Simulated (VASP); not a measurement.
Crystal: Tl.

```xyz
2
Lattice="3.5238 0.0000 0.0000 -1.7619 3.0517 0.0000 0.0000 0.0000 5.6334" Properties=species:S:1:pos:R:3 pbc="T T T"
Tl    1.7619    1.0172    4.2250
Tl    0.0000    2.0345    1.4083
```

Program: VASP 6.6.1. Alike in all runs: task single point; cell as given; k mesh 9 × 9 × 5.

Task: Order these runs on this cell by their pressure, lowest first.
A. level LDA; potentials or basis VASP PAW LDA potentials, release 64 (Tl_d); spin off; cutoff (eV) 520; smearing fermi-dirac 0.05 eV
B. level b88 exchange, pbe correlation; potentials or basis VASP PAW PBE potentials, release 64 (Tl_d); spin collinear; cutoff (eV) 500; smearing methfessel-paxton 0.15 eV
C. level PBE+D3(BJ); potentials or basis VASP PAW PBE potentials, release 64 (Tl_d); spin non-collinear, typed start; cutoff (eV) 500; smearing methfessel-paxton 0.05 eV

Result: A (-3.2 GPa), C (-0.6 GPa), B (1.0 GPa).

Caveats: the PAW data sets were made with another functional, which shifts forces and pressure a little (at least some runs); the cell stands under tension (at least some runs).
